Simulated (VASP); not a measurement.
# Ga (C2/c) in VASP: single point with revPBE

Aim: the single point of Ga with revPBE.

Program: VASP 6.6.1. These are calculated values, not measurements. Logs are shortened: lines on timing, memory, paths and dates and some standing lists are left out, and cuts for length are marked.

## 1. The cell of the first run

It takes space group C2/c (No. 15, monoclinic). The conventional cell has a = 2.835 Å, b = 6.945 Å, c = 4.122 Å, α = 90.00°, β = 99.43°, γ = 90.00°. Within 3.8 Å of Ga (site symmetry 2) lie 14 Ga at 2.79 to 3.75 Å.

## 2. Single point, revPBE

Input file INCAR:

```
SYSTEM = Ga
ALGO = Normal ; EDIFF = 1E-6
ENCUT = 500 ; GGA = RE
GGA_COMPAT = .FALSE. ; ISIF = 2
ISMEAR = -1 ; LASPH = .TRUE.
LCHARG = .FALSE. ; LREAL = .FALSE.
LWAVE = .FALSE. ; NBANDS = 20
NELM = 120 ; PREC = Accurate
SIGMA = 0.1
```

Input file KPOINTS:

```
k-points
0
G
  22 22 13
  0 0 0
```

Input file POSCAR:

```
Ga
1.0
   -2.5509195989      2.3596092127      1.4108227637
    2.3596092127     -2.5509195989      1.4108227637
    3.0077229253      3.0077229253     -1.7612080863
Ga
2
Direct
    0.9892656099      0.0107343901      0.0000000000
    0.7607343901      0.2392656099      0.5000000000
```

Potentials or basis: VASP PAW PBE potentials, release 64 (Ga_d).

On the command line:

```sh
$ cat potpaw_PBE.64/Ga_d/POTCAR > POTCAR
$ mpirun -np 1 vasp_std > vasp.out
```

OUTCAR:

```text
SYSTEM = Ga
   EDIFF = 1E-6
   ENCUT = 500
   GGA = RE
   ISIF = 2
   ISMEAR = -1
   LASPH = .TRUE.
   LREAL = .FALSE.
   NELM = 120
   PREC = Accurate

 ion  position               nearest neighbor table
   1  0.989  0.011  0.000-   2 2.79   2 2.79   2 2.80   2 2.80
   2  0.761  0.239  0.500-   1 2.79   1 2.79   1 2.80   1 2.80

  Warning from LATTYP: Got some problem with cell dimensions!
  Tried to take original basis but could not verify dimensions!
  LATTYP: Found a base centered monoclinic cell.
 ALAT       =     2.8345868853
 B/A-ratio  =     2.4499289402
 C/A-ratio  =     1.4540946855
 COS(beta)  =    -0.1638690319

  Lattice vectors:

 A1 = (   2.5509195989,  -2.3596092127,  -1.4108227637)
 A2 = (  -2.3596092127,   2.5509195989,  -1.4108227637)
 A3 = (   2.8164125391,   2.8164125391,   1.0604374411)

Analysis of symmetry for initial positions (statically):
=====================================================================
 Subroutine PRICEL returns:
 Original cell was already a primitive cell.

 Routine SETGRP: Setting up the symmetry group for a
 base centered monoclinic supercell.

 Subroutine GETGRP returns: Found  4 space group operations
 (whereof  2 operations were pure point group operations)
 out of a pool of  4 trial point group operations.

The static configuration has the point symmetry C_2 .
 The point group associated with its full space group is C_2h.

Analysis of symmetry for dynamics (positions and initial velocities):
=====================================================================
 Subroutine PRICEL returns:
 Original cell was already a primitive cell.

 Routine SETGRP: Setting up the symmetry group for a
 base centered monoclinic supercell.

 Subroutine GETGRP returns: Found  4 space group operations
 (whereof  2 operations were pure point group operations)
 out of a pool of  4 trial point group operations.

The dynamic configuration has the point symmetry C_2 .
 The point group associated with its full space group is C_2h.

 Subroutine INISYM returns: Found  4 space group operations
 (whereof  2 operations are pure point group operations),
 and found     1 'primitive' translations

----------------------------------------------------------------------------------------

                                     Primitive cell

  volume of cell :      40.0198

  direct lattice vectors                    reciprocal lattice vectors
    -2.550919599  2.359609213  1.410822764     0.006230325  0.209874380  0.369055243
     2.359609213 -2.550919599  1.410822764     0.209874380  0.006230325  0.369055243
     3.007722925  3.007722925 -1.761208086     0.173111537  0.173111537  0.023474270

  length of vectors
     3.750382288  3.750382288  4.603764581     0.424603161  0.424603161  0.245939524

  position of ions in fractional coordinates (direct lattice)
     0.989265610  0.010734390  0.000000000
     0.760734390  0.239265610  0.500000000

  ion indices of the primitive-cell ions
   primitive index   ion index
                 1           1
                 2           2

----------------------------------------------------------------------------------------

 KPOINTS: k-points

Automatic generation of k-mesh.
 Grid dimensions read from file:
 generate k-points for:   22   22   13

 Generating k-lattice:

  Cartesian coordinates                     Fractional coordinates (reciprocal lattice)
     0.000283197  0.009539745  0.016775238     0.045454545  0.000000000 -0.000000000
     0.009539745  0.000283197  0.016775238     0.000000000  0.045454545 -0.000000000
     0.013316272  0.013316272  0.001805713    -0.000000000 -0.000000000  0.076923077

  Length of vectors
     0.019300144  0.019300144  0.018918425

  Shift w.r.t. Gamma in fractional coordinates (k-lattice)
     0.000000000  0.000000000  0.000000000

 Subroutine IBZKPT returns following result:
 ===========================================

 Found   1651 irreducible k-points:

 Following reciprocal coordinates:
            Coordinates               Weight
  0.000000  0.000000  0.000000      1.000000
  0.045455 -0.000000  0.000000      4.000000
  0.090909 -0.000000  0.000000      4.000000
  0.136364 -0.000000  0.000000      4.000000
  0.181818 -0.000000  0.000000      4.000000
  0.227273 -0.000000  0.000000      4.000000
[... 16 lines left out ...]
  0.500000  0.045455  0.000000      4.000000
 -0.454545  0.045455 -0.000000      4.000000
 [... further k-points ...]
   k-points           NKPTS =   1651   k-points in BZ     NKDIM =   1651   number of bands    NBANDS=     20
   number of dos      NEDOS =    301   number of ions     NIONS =      2
   total plane-waves  NPLWV =  28224
   dimension x,y,z NGX =    28 NGY =   28 NGZ =   36
   dimension x,y,z NGXF=    56 NGYF=   56 NGZF=   72
   ions per type =               2
   NGX,Y,Z   is equivalent  to a cutoff of  12.41, 12.41, 13.00 a.u.
   NGXF,Y,Z  is equivalent  to a cutoff of  24.82, 24.82, 26.00 a.u.
 SYSTEM =  Ga
   PREC   = accura    normal or accurate (medium, high low for compatibility)
   ISTART =      0    job   : 0-new  1-cont  2-samecut
   ICHARG =      2    charge: 1-file 2-atom 10-const
   ISPIN  =      1    spin polarized calculation?
   LNONCOLLINEAR =      F non collinear calculations
   LSORBIT =      F    spin-orbit coupling
   LASPH  =      T    aspherical Exc in radial PAW
   ENCUT  =  500.0 eV  36.75 Ry    6.06 a.u.   6.84  6.84  8.39*2*pi/ulx,y,z
   NELM   =    120;   NELMIN=  2; NELMDL= -5     # of ELM steps
   EDIFF  = 0.1E-05   stopping-criterion for ELM
   LREAL  =      F    real-space projection
   EDIFFG = 0.1E-04   stopping-criterion for IOM
   NSW    =      0    number of steps for IOM
   IBRION =     -1    ionic relax: 0-MD 1-quasi-New 2-CG
   NFREE  =      0    steps in history (QN), initial steepest desc. (CG)
   ISIF   =      2    stress and relaxation
   ISYM   =      2    0-nonsym 1-usesym 2-fastsym
   POTIM  = 0.5000    time-step for ionic-motion
   TEBEG  =    0.0;   TEEND  =   0.0 temperature during run
   PSTRESS=    0.0 pullay stress
   NELECT =      26.0000    total number of electrons
   NUPDOWN=      -1.0000    fix difference up-down
   EMIN   =  10.00;   EMAX   =-10.00  energy-range for DOS
   EFERMI =   0.00;   METHOD = LEGACY
   ISMEAR =    -1;   SIGMA  =   0.10  broadening in eV -4-tet -1-fermi 0-gaus
   EFERMI_NEDOS =   21; number of points for ismear=-14 and -15
   IALGO  =     38    algorithm
   IMIX   =      4    mixing-type and parameters
     AMIX     =   0.40;   BMIX     =  1.00
     AMIX_MAG =   1.60;   BMIX_MAG =  1.00
  volume/ion in A,a.u.               =      20.01       135.03
  Fermi-wavevector in a.u.,A,eV,Ry     =   1.417885  2.679414 27.353128  2.010398
  Thomas-Fermi vector in A             =   2.539068
   LORBIT       =      0    0 simple, 1 ext, 2 COOP (PROOUT), +10 PAW based schemes
   GGA     = RE    functional components
   LHFCALC =     F    Hartree Fock is set to
   AEXX    =    0.0000 exact exchange contribution
   IVDW    =     0    specifies the selected vdW correction
   LEPSILON=     F    determine dielectric tensor
   LRPA    =     F    only Hartree local field effects (RPA)
 non-spin polarized calculation
  energy-cutoff  :      500.00
  volume of cell :       40.02
 maximum number of plane-waves:      1034
   NGX = 13   NGY = 13   NGZ = 17

 number of electron      26.0000002 magnetization

 Free energy of the ion-electron system (eV)
  ---------------------------------------------------
  ext. energy  EPLUGINS =         0.00000000
  ---------------------------------------------------
  free energy    TOTEN  =        -5.17030602 eV

  energy without entropy =       -5.14278396  energy(sigma->0) =       -5.15654499

 E-fermi :   5.0323     XC(G=0): -10.5865

 val. band max:        5.0320814899   @ k =  -0.3182   0.4545   0.1538
 cond. band min:       5.0329891220   @ k =  -0.2727  -0.3182   0.3077
 fundamental gap:      0.0009076321
 Fermi energy:         5.0323380250

 k-point     1 :       0.0000    0.0000    0.0000
  band No.  band energies     occupation
      1     -10.0289      2.00000
      2      -9.9786      2.00000
      3      -9.9682      2.00000
      4      -9.9634      2.00000
      5      -9.7434      2.00000
      6      -9.7349      2.00000
[... 12 lines left out ...]
     19      16.0333      0.00000
     20      17.9003      0.00000

 k-point     2 :       0.0455   -0.0000    0.0000
  band No.  band energies     occupation
      1     -10.0288      2.00000
      2      -9.9735      2.00000
      3      -9.9649      2.00000
      4      -9.9547      2.00000
      5      -9.7501      2.00000
      6      -9.7459      2.00000
[... 12 lines left out ...]
     19      15.5271      0.00000
     20      18.1414      0.00000

 k-point     3 :       0.0909   -0.0000    0.0000
  band No.  band energies     occupation
      1     -10.0264      2.00000
      2      -9.9622      2.00000
      3      -9.9529      2.00000
      4      -9.9307      2.00000
      5      -9.7688      2.00000
      6      -9.7582      2.00000
[... 12 lines left out ...]
     19      15.1505      0.00000
     20      18.2633      0.00000

 k-point     4 :       0.1364   -0.0000    0.0000
  band No.  band energies     occupation
      1     -10.0196      2.00000
      2      -9.9483      2.00000
      3      -9.9324      2.00000
      4      -9.8965      2.00000
      5      -9.7891      2.00000
      6      -9.7759      2.00000
[... 12 lines left out ...]
     19      15.1517      0.00000
     20      16.7315      0.00000

 k-point     5 :       0.1818   -0.0000    0.0000
  band No.  band energies     occupation
      1     -10.0085      2.00000
      2      -9.9322      2.00000
      3      -9.9092      2.00000
      4      -9.8600      2.00000
      5      -9.8033      2.00000
      6      -9.7963      2.00000
[... 12 lines left out ...]
     19      14.8702      0.00000
     20      15.5037      0.00000
[... 353 lines left out ...]
      6      -9.7930      2.00000
[... 12 lines left out ...]
     19      15.4319      0.00000
     20      18.5014      0.00000

 k-point    22 :       0.4545    0.0455    0.0000
  band No.  band energies     occupation
      1      -9.9624      2.00000
      2      -9.9352      2.00000
      3      -9.9023      2.00000
      4      -9.8886      2.00000
      5      -9.8009      2.00000
      6      -9.7970      2.00000
[... 12 lines left out ...]
     19      16.4076      0.00000
     20      19.2931      0.00000

 k-point    23 :       0.5000    0.0455    0.0000
  band No.  band energies     occupation
      1      -9.9612      2.00000
      2      -9.9300      2.00000
      3      -9.9058      2.00000
      4      -9.8862      2.00000
      5      -9.8072      2.00000
      6      -9.7909      2.00000
[... 12 lines left out ...]
     19      15.9953      0.00000
     20      19.5429      0.00000

 k-point    24 :      -0.4545    0.0455   -0.0000
  band No.  band energies     occupation
      1      -9.9647      2.00000
      2      -9.9210      2.00000
      3      -9.8979      2.00000
      4      -9.8797      2.00000
      5      -9.8178      2.00000
      6      -9.7866      2.00000
[... 12 lines left out ...]
     19      14.7930      0.00000
     20      19.1496      0.00000

 [... further k-points ...]

------------------------ aborting loop because EDIFF is reached ----------------------------------------

  FORCE on cell =-STRESS in cart. coord.  units (eV):
  Direction    XX          YY          ZZ          XY          YZ          ZX
  --------------------------------------------------------------------------------------
  -------------------------------------------------------------------------------------
  Total        0.0385891      0.0385891      0.1364698      0.0564694     -0.0227743     -0.0227743
  in kB        1.5449010      1.5449010      5.4635187      2.2607333     -0.9117615     -0.9117607
  external PRESSURE =       2.8511069 kB  Pullay stress =       0.0000000 kB

 VOLUME and BASIS-vectors are now :
 -----------------------------------------------------------------------------
  energy-cutoff  :      500.00
  volume of cell :       40.02
      direct lattice vectors                 reciprocal lattice vectors
    -2.550919599  2.359609213  1.410822764     0.006230325  0.209874380  0.369055243
     2.359609213 -2.550919599  1.410822764     0.209874380  0.006230325  0.369055243
     3.007722925  3.007722925 -1.761208086     0.173111537  0.173111537  0.023474270

 POSITION                                       TOTAL-FORCE (eV/Angst)
 -----------------------------------------------------------------------------------
     -2.49821      2.30690      1.41082         0.003500     -0.003500      0.000000
      0.12786      2.68855      0.53022        -0.003500      0.003500     -0.000000
 -----------------------------------------------------------------------------------
    total drift:                                0.000000      0.000000     -0.000000

  FREE ENERGIE OF THE ION-ELECTRON SYSTEM (eV)
  ---------------------------------------------------
  free  energy   TOTEN  =        -5.1703060247 eV

  energy  without entropy=       -5.1427839579  energy(sigma->0) =       -5.15654499
```

Run time: 7.8 min. Hardware: 1 thread of Intel Xeon 6975P-C (Granite Rapids), shared host; peak memory 0.98 GiB.

What came out:

- Free energy: -5.1703 eV
- Pressure: 0.3 GPa
- Largest force: 0.005 eV/Å
- Band gap on the k mesh: zero (bands 13 and 14 overlap by 7.70 eV)

Forces on the atoms (eV/Å):
```
Ga   0.004 -0.004  0.000
Ga  -0.004  0.004  0.000
```

Stress tensor (GPa, compression positive):
```
 0.15  0.23 -0.09
 0.23  0.15 -0.09
-0.09 -0.09  0.55
```

Levels at points of the mesh, in eV from the Fermi level:
| k point | band 10 | band 11 | band 12 | band 13 | band 14 | band 15 | band 16 | band 17 |
| --- | --- | --- | --- | --- | --- | --- | --- | --- |
| (0.00, 0.00, 0.00) | -14.61 | -10.62 | -1.65 | -1.56 | 1.25 | 4.93 | 9.49 | 10.16 |
| (0.50, 0.00, 0.00) | -14.63 | -4.12 | -3.52 | -1.59 | -1.32 | 2.11 | 3.74 | 5.06 |
| (0.50, 0.50, 0.00) | -14.67 | -7.81 | -7.17 | 1.38 | 2.26 | 2.33 | 2.75 | 7.76 |

Caveat: the PAW data sets were made with another functional, which shifts forces and pressure a little.
